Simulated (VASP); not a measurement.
Here is a VASP 6.6.1 calculation.

File INCAR:

```
PREC = Accurate
ENCUT = 600
EDIFF = 1E-6
ISMEAR = -1
SIGMA = 0.08
LREAL = False
LASPH = True
NELM = 80
ALGO = Normal
ISIF = 4
LWAVE = False
LCHARG = False
GGA = PE
IBRION = 2
NSW = 50
EDIFFG = -0.005
```

Contents of KPOINTS:

```
Automatic mesh
0
Gamma
  15 15 15
```

File POSCAR:

```
Li
1.0
   -2.2421209608      2.2421209608      1.2128815768
    2.2421209608     -2.2421209608      1.2128815768
    2.2421209608      2.2421209608     -1.2128815768
Li
2
Direct
   -0.3750000000     -0.1250000000     -0.2500000000
    0.3750000000      0.1250000000      0.2500000000
```

Potentials or basis: VASP PAW PBE potentials, release 64 (Li_sv).

Command:

```console
$ cat potpaw_PBE.64/Li_sv/POTCAR > POTCAR
$ mpirun -np 1 vasp_std > vasp.out
```

**Question.** Estimate the band gap on the k mesh.

**Answer.** Zero (band 3 reaches 4.13 eV, above the bottom of band 4 at 0.81 eV).

The path:
```tsv
step	energy change (eV)	largest force (eV/Å)	pressure (GPa)	volume (Å³)
1	0.0000	0.0000	15.15	24.39
2	-0.0001	0.0000	15.15	24.39
3	-0.0003	0.0000	15.13	24.39
4	-0.0004	0.0000	15.13	24.39
```

Caveat: the cutoff is under 1.25 times the usual one of these potentials, so pressure, stress and relaxed cells hold a basis-set (Pulay) error.
